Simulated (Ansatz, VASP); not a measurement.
HfN: VASP beside Ansatz

```
CELL_PARAMETERS angstrom
2.82503 0.00000 0.00000
0.00000 2.82503 0.00000
0.00000 0.00000 2.82503
ATOMIC_POSITIONS crystal
Hf 0.50000 0.50000 0.50000
N 0.00000 0.00000 0.00000
```

Alike in both runs: functional r2SCAN; k mesh 9 × 9 × 9; occupations fermi-dirac, width 0.05 eV; no spin polarisation; Hubbard terms Hf d U = 1.0 eV.

|  | VASP | Ansatz |
| --- | --- | --- |
| version | VASP 6.6.1 | Ansatz 0.2.0 |
| potentials or method | VASP PAW PBE potentials, release 64 (Hf_pv, N) | Ansatz PAW |
| plane-wave cutoff (eV) | 520 | 500 |
| valence electrons in the cell | 15 | 31 |
| task | single point | projected density of states |

```tsv
	VASP	Ansatz	Ansatz less VASP
gap on the k mesh at the Fermi level (eV)	none	none	-
pressure (GPa)	-4.1	-3.7	+0.41
```

VASP's potentials were made for PBE, not for r2SCAN. The programs project onto different local orbitals, so the same U acts differently, and such runs can settle in different states. A gap of «none» marks a metal or a gap that the smearing closes. VASP's potentials hold 15 valence electrons a cell and Ansatz's 31, so a difference there can come from the potentials and not from the codes.

Spin-orbit coupling is off throughout.
